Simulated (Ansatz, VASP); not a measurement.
Two plane-wave programs on Cu

```xyz
19
Lattice="2.5197 0.0000 0.0000 0.0000 7.5591 0.0000 0.0000 0.0000 25.6901" Properties=species:S:1:pos:R:3 pbc="T T T"
Cu    1.2598    2.1334    7.6311
Cu    0.0000    4.2013    8.1423
Cu    1.2598    6.2859    8.6887
Cu    0.0000    0.7908    9.2577
Cu    1.2598    2.9229    9.9178
Cu    0.0000    5.0495   10.4762
Cu    1.2598    7.1461   11.0673
Cu    0.0000    1.6724   11.6692
Cu    1.2598    3.7862   12.2495
Cu    0.0000    5.8793   12.8451
Cu    1.2598    0.4133   13.4406
Cu    0.0000    2.5271   14.0209
Cu    1.2598    4.6124   14.6229
Cu    0.0000    6.7090   15.2140
Cu    1.2598    1.2766   15.7723
Cu    0.0000    3.4086   16.4324
Cu    1.2598    5.4726   17.0014
Cu    0.0000   -0.0018   17.5479
Cu    1.2598    2.0661   18.0590
```

Alike in both runs: functional PBEsol; k mesh 14 × 5 × 1; occupations gaussian, width 0.1 eV; no spin polarisation.

Ansatz relaxed the structure, and its values are those at the end. VASP's run is a single point on that final structure, the one shown.

|  | VASP | Ansatz |
| --- | --- | --- |
| version | VASP 6.6.1 | Ansatz 0.2.0 |
| potentials or method | VASP PAW PBE potentials, release 64 (Cu), cutoff 520 eV | scalar-relativistic, plane waves, PAW |
| valence electrons in the cell | 209 | 361 |

Ansatz gave:

```
gap on the k mesh at the Fermi level (eV) : none
rms of the force components (eV/Å)        : 0.001
```

**Question.** Which values does VASP return?

**Answer.** gap on the k mesh at the Fermi level (eV): none; rms of the force components (eV/Å): 0.010.

VASP's potentials were made for PBE, not for PBEsol. A gap of «none» marks a metal or a gap that the smearing closes. The functional is the same, so the differences come from potentials, cutoffs and numerics. VASP's potentials hold 209 valence electrons a cell and Ansatz's 361, so a difference there can come from the potentials and not from the codes. Ansatz's warnings: xc potential rough in thin density.
